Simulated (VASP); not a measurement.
# ZrH2 (Fm-3m) in VASP: elastic constants with PBEsol

Aim: the elastic constants of ZrH2 with PBEsol.

All numbers are computed with VASP 6.6.1; they aren't measurements. Logs are shortened: lines on timing, memory, paths and dates and some standing lists are left out, and cuts for length are marked.

### 1 The cell of the first run

The structure is cubic, space group Fm-3m (No. 225). The conventional cell has a = 4.764 Å, b = 4.764 Å, c = 4.764 Å, α = 90.00°, β = 90.00°, γ = 90.00°. Within 2.7 Å of Zr (site symmetry m-3m) lie 8 H at 2.06 Å. H (site symmetry -43m) has 4 Zr at 2.06 Å and 6 H at 2.38 Å within 2.7 Å.

### 2 Elastic constants, PBEsol

Input file INCAR:

```
  PREC = Accurate
  ENCUT = 600
  EDIFF = 1E-8
  ISMEAR = 0
  SIGMA = 0.05
  LREAL = False
  LASPH = True
  NELM = 100
  ALGO = Normal
  ISIF = 3
  LWAVE = False
  LCHARG = False
  GGA = PS
  NBANDS = 14
  IBRION = 6
  NFREE = 2
  POTIM = 0.015
  NSW = 1
```

Input file KPOINTS:

```
Automatic mesh
0
Gamma
  10 10 10
```

Input file POSCAR:

```
ZrH2
1.0
    0.0000000000      2.3818634075      2.3818634075
    2.3818634075      0.0000000000      2.3818634075
    2.3818634075      2.3818634075      0.0000000000
Zr H
1 2
Direct
    0.0000000000      0.0000000000      0.0000000000
    0.2500000000      0.2500000000      0.2500000000
    0.7500000000      0.7500000000      0.7500000000
```

Potentials or basis: VASP PAW PBE potentials, release 64 (Zr_sv, H).

Started as:

```sh
cat potpaw_PBE.64/Zr_sv/POTCAR potpaw_PBE.64/H/POTCAR > POTCAR
mpirun -np 1 vasp_std > vasp.out
```

OUTCAR:

```text
PREC = Accurate
   ENCUT = 600
   EDIFF = 1E-8
   ISMEAR = 0
   LREAL = False
   LASPH = True
   NELM = 100
   ISIF = 3
   GGA = PS
   IBRION = 6
   NFREE = 2
   POTIM = 0.015
   NSW = 1

 ion  position               nearest neighbor table
   1  0.000  0.000  0.000-   3 2.06   3 2.06   3 2.06   2 2.06   3 2.06   2 2.06   2 2.06   2 2.06

   2  0.250  0.250  0.250-   1 2.06   1 2.06   1 2.06   1 2.06
   3  0.750  0.750  0.750-   1 2.06   1 2.06   1 2.06   1 2.06

  LATTYP: Found a face centered cubic cell.
 ALAT       =     4.7637268150

  Lattice vectors:

 A1 = (   0.0000000000,   2.3818634075,   2.3818634075)
 A2 = (   2.3818634075,   0.0000000000,   2.3818634075)
 A3 = (   2.3818634075,   2.3818634075,   0.0000000000)

Analysis of symmetry for initial positions (statically):
=====================================================================
 Subroutine PRICEL returns:
 Original cell was already a primitive cell.

 Routine SETGRP: Setting up the symmetry group for a
 face centered cubic supercell.

 Subroutine GETGRP returns: Found 48 space group operations
 (whereof 48 operations were pure point group operations)
 out of a pool of 48 trial point group operations.

The static configuration has the point symmetry O_h .

Analysis of symmetry for dynamics (positions and initial velocities):
=====================================================================
 Subroutine PRICEL returns:
 Original cell was already a primitive cell.

 Routine SETGRP: Setting up the symmetry group for a
 face centered cubic supercell.

 Subroutine GETGRP returns: Found 48 space group operations
 (whereof 48 operations were pure point group operations)
 out of a pool of 48 trial point group operations.

The dynamic configuration has the point symmetry O_h .

 Subroutine INISYM returns: Found 48 space group operations
 (whereof 48 operations are pure point group operations),
 and found     1 'primitive' translations

----------------------------------------------------------------------------------------

                                     Primitive cell

  volume of cell :      27.0259

  direct lattice vectors                    reciprocal lattice vectors
     0.000000000  2.381863408  2.381863408    -0.209919678  0.209919678  0.209919678
     2.381863408  0.000000000  2.381863408     0.209919678 -0.209919678  0.209919678
     2.381863408  2.381863408  0.000000000     0.209919678  0.209919678 -0.209919678

  length of vectors
     3.368463535  3.368463535  3.368463535     0.363591548  0.363591548  0.363591548

  position of ions in fractional coordinates (direct lattice)
     0.000000000  0.000000000  0.000000000
     0.250000000  0.250000000  0.250000000
     0.750000000  0.750000000  0.750000000

  ion indices of the primitive-cell ions
   primitive index   ion index
                 1           1
                 2           2
                 3           3

----------------------------------------------------------------------------------------

 KPOINTS: Automatic mesh

Automatic generation of k-mesh.
 Grid dimensions read from file:
 generate k-points for:   10   10   10

 Generating k-lattice:

  Cartesian coordinates                     Fractional coordinates (reciprocal lattice)
    -0.020991968  0.020991968  0.020991968     0.100000000  0.000000000  0.000000000
     0.020991968 -0.020991968  0.020991968     0.000000000  0.100000000  0.000000000
     0.020991968  0.020991968 -0.020991968     0.000000000  0.000000000  0.100000000

  Length of vectors
     0.036359155  0.036359155  0.036359155

  Shift w.r.t. Gamma in fractional coordinates (k-lattice)
     0.000000000  0.000000000  0.000000000

 Subroutine IBZKPT returns following result:
 ===========================================

 Found     47 irreducible k-points:

 Following reciprocal coordinates:
            Coordinates               Weight
[... 65 lines left out ...]
  Fermi-wavevector in a.u.,A,eV,Ry     =   1.314793  2.484598 23.520122  1.728680
  Thomas-Fermi vector in A             =   2.445021
   LORBIT       =      0    0 simple, 1 ext, 2 COOP (PROOUT), +10 PAW based schemes
   GGA     = PS    functional components
   LHFCALC =     F    Hartree Fock is set to
   AEXX    =    0.0000 exact exchange contribution
   IVDW    =     0    specifies the selected vdW correction
   LEPSILON=     F    determine dielectric tensor
   LRPA    =     F    only Hartree local field effects (RPA)
 finite differences with symmetry
 non-spin polarized calculation
 Gauss-broadening in eV      SIGMA  =   0.05
  energy-cutoff  :      600.00
  volume of cell :       27.03
 maximum number of plane-waves:       934
   NGX = 13   NGY = 13   NGZ = 13

--------------------------------------- Ionic step        1  -------------------------------------------

 number of electron      14.0000000 magnetization

 Free energy of the ion-electron system (eV)
  ---------------------------------------------------
  ext. energy  EPLUGINS =         0.00000000
  ---------------------------------------------------
  free energy    TOTEN  =       -17.58191894 eV

  energy without entropy =      -17.57949811  energy(sigma->0) =      -17.58070853

------------------------ aborting loop because EDIFF is reached ----------------------------------------

  FORCE on cell =-STRESS in cart. coord.  units (eV):
  Direction    XX          YY          ZZ          XY          YZ          ZX
  --------------------------------------------------------------------------------------
  -------------------------------------------------------------------------------------
  Total        0.0094442      0.0094442      0.0094442      0.0000000     -0.0000000      0.0000000
  in kB        0.5598788      0.5598788      0.5598788      0.0000000     -0.0000000      0.0000000
  external PRESSURE =       0.5598788 kB  Pullay stress =       0.0000000 kB
[... 92 lines left out ...]
  FREE ENERGIE OF THE ION-ELECTRON SYSTEM (eV)
  ---------------------------------------------------
  free  energy   TOTEN  =       -17.5806998149 eV

  energy  without entropy=      -17.5787192156  energy(sigma->0) =      -17.57970952

[... ionic steps 4 to 14 ...]

--------------------------------------- Ionic step       15  -------------------------------------------

 number of electron      14.0000000 magnetization

------------------------ aborting loop because EDIFF is reached ----------------------------------------
[... 69 lines left out ...]
--------------------------------------- Ionic step       17  -------------------------------------------

 number of electron      14.0000000 magnetization

 Free energy of the ion-electron system (eV)
  ---------------------------------------------------
  ext. energy  EPLUGINS =         0.00000000
  ---------------------------------------------------
  free energy    TOTEN  =       -17.58136261 eV

  energy without entropy =      -17.57893466  energy(sigma->0) =      -17.58014864

 E-fermi :   8.6096     XC(G=0): -11.4242

 val. band max:        8.6074949079   @ k =   0.0000  -0.1000   0.1000
 cond. band min:       8.6107367749   @ k =  -0.1000   0.1000   0.0000
 fundamental gap:      0.0032418670
 Fermi energy:         8.6095608606

 k-point     1 :       0.0000    0.0000    0.0000
  band No.  band energies     occupation
      1     -40.4731      2.00000
      2     -18.2345      2.00000
      3     -18.2344      2.00000
      4     -18.2344      2.00000
      5      -1.1146      2.00000
      6       7.3358      2.00000
      7       8.2634      2.00000
      8       8.2700      2.00000
      9       8.2703      2.00000
     10      10.9613      0.00000
     11      10.9613      0.00000
     12      19.6985      0.00000
     13      20.9838      0.00000
     14      20.9984      0.00000
[... 377 lines left out ...]
      1     -40.3784      2.00000
      2     -18.8209      2.00000
      3     -18.4465      2.00000
      4     -18.4207      2.00000
      5       2.3069      2.00000
      6       2.5937      2.00000
      7       6.7543      2.00000
      8      10.5482      0.00000
      9      11.0897      0.00000
     10      12.3466      0.00000
     11      16.5704      0.00000
     12      17.4584      0.00000
     13      18.2113      0.00000
     14      18.2473      0.00000

 [... further k-points ...]

------------------------ aborting loop because EDIFF is reached ----------------------------------------

  FORCE on cell =-STRESS in cart. coord.  units (eV):
  Direction    XX          YY          ZZ          XY          YZ          ZX
  --------------------------------------------------------------------------------------
  -------------------------------------------------------------------------------------
  Total        0.0107539      0.0104200      0.0104200      0.0000000      0.0626662      0.0000000
  in kB        0.6375239      0.6177305      0.6177305      0.0000000      3.7150383      0.0000000
  external PRESSURE =       0.6243283 kB  Pullay stress =       0.0000000 kB
[... 18 lines left out ...]
  FREE ENERGIE OF THE ION-ELECTRON SYSTEM (eV)
  ---------------------------------------------------
  free  energy   TOTEN  =       -17.5813626085 eV

  energy  without entropy=      -17.5789346646  energy(sigma->0) =      -17.58014864

 INTERNAL STRAIN TENSORS FROM STRAINED CELLS
 ============================================

 INTERNAL STRAIN TENSOR FOR ION    1 for displacements in x,y,z  (eV/Angst):
          X           Y           Z          XY          YZ          ZX
  --------------------------------------------------------------------------------
  x     0.00000     0.00000    -0.00000     0.00000     0.00000     0.00000
  y     0.00000    -0.00000    -0.00000     0.00000     0.00000     0.00000
  z    -0.00000    -0.00000    -0.00000    -0.00000     0.00000     0.00000

 INTERNAL STRAIN TENSORS FROM DISPLACED ATOMS
 ============================================

 INTERNAL STRAIN TENSOR FOR ION    1 for displacements in x,y,z  (eV/Angst):
          X           Y           Z          XY          YZ          ZX
  --------------------------------------------------------------------------------
  x     0.00000     0.00000     0.00000     0.00000     0.00000     0.00000
  y     0.00000     0.00000     0.00000     0.00000     0.00000     0.00000
  z     0.00000     0.00000     0.00000     0.00000     0.00000     0.00000

 INTERNAL STRAIN TENSOR FOR ION    3 for displacements in x,y,z  (eV/Angst):
          X           Y           Z          XY          YZ          ZX
  --------------------------------------------------------------------------------
  x     0.00000     0.00000     0.00000     0.00000     4.17349     0.00000
  y     0.00000     0.00000     0.00000     0.00000     0.00000     4.17349
  z     0.00000     0.00000     0.00000     4.17349     0.00000     0.00000

 Eigenvectors and eigenvalues of the dynamical matrix
 ----------------------------------------------------

   1 f  =   36.896652 THz   231.828500 2PiTHz 1230.739826 cm-1   152.592222 meV
             X         Y         Z           dx          dy          dz
      0.000000  0.000000  0.000000     0.000000    0.000000   -0.000000
      1.190932  1.190932  1.190932    -0.297695   -0.641387   -0.000000
      3.572795  3.572795  3.572795     0.297695    0.641387    0.000000
[... 43 lines left out ...]
   9 f/i=    0.000373 THz     0.002342 2PiTHz    0.012434 cm-1     0.001542 meV
             X         Y         Z           dx          dy          dz
      0.000000  0.000000  0.000000     0.987822   -0.051709    0.008793
      1.190932  1.190932  1.190932     0.103433   -0.005414    0.000921
      3.572795  3.572795  3.572795     0.103433   -0.005414    0.000921

--------------------------------------------------------------------------------------------------------

 ELASTIC MODULI CONTR FROM IONIC RELAXATION (kBar)
 Direction    XX          YY          ZZ          XY          YZ          ZX
 --------------------------------------------------------------------------------
 XX          -0.0000     -0.0000     -0.0000     -0.0000     -0.0000     -0.0000
 YY          -0.0000     -0.0000     -0.0000     -0.0000     -0.0000     -0.0000
 ZZ          -0.0000     -0.0000     -0.0000     -0.0000     -0.0000     -0.0000
 XY          -0.0000     -0.0000     -0.0000   -370.7538     -0.0000      0.0000
 YZ          -0.0000     -0.0000     -0.0000     -0.0000   -370.7538      0.0000
 ZX          -0.0000     -0.0000     -0.0000      0.0000      0.0000   -370.7538
 --------------------------------------------------------------------------------

 TOTAL ELASTIC MODULI (kBar)
 Direction    XX          YY          ZZ          XY          YZ          ZX
 --------------------------------------------------------------------------------
 XX         755.2128   1768.9594   1768.9594     -0.0000      0.0000     -0.0000
 YY        1768.9594    755.2128   1768.9594      0.0000     -0.0000     -0.0000
 ZZ        1768.9594   1768.9594    755.2128      0.0000      0.0000     -0.0000
 XY          -0.0000      0.0000      0.0000   -583.6642     -0.0000      0.0000
 YZ           0.0000     -0.0000      0.0000     -0.0000   -583.6642      0.0000
 ZX          -0.0000     -0.0000     -0.0000      0.0000      0.0000   -583.6642
 --------------------------------------------------------------------------------
```

Run time: 9 min. Hardware: 1 thread of AMD EPYC 9R45 (Zen 5), shared host; peak memory 0.32 GiB.

Results:

```
Elastic constants C11, C12, C44                         : 76, 177, -58 GPa
Voigt bulk modulus                                      : 143 GPa
Highest phonon frequency at Γ, LO-TO splitting left out : 1231 cm⁻¹
```

Phonon frequencies in cm⁻¹ (negative: imaginary):
```
              q point                          frequencies
(0.000, 0.000, 0.000)  0 0 0 1095 1095 1095 1231 1231 1231
```

Elastic tensor in Voigt notation (GPa, in the Cartesian axes of the cell as first typed):
```
 76 177 177   0   0   0
177  76 177   0   0   0
177 177  76   0   0   0
  0   0   0 -58   0   0
  0   0   0   0 -58   0
  0   0   0   0   0 -58
```

Clamped-ion elastic tensor (GPa):
```
 76 177 177   0   0   0
177  76 177   0   0   0
177 177  76   0   0   0
  0   0   0 -21   0   0
  0   0   0   0 -21   0
  0   0   0   0   0 -21
```

Caveat: the elastic tensor has a negative eigenvalue, so either the cell is unstable as it stands or the mesh is too thin; the PAW data sets were made with another functional, which shifts forces and pressure a little.
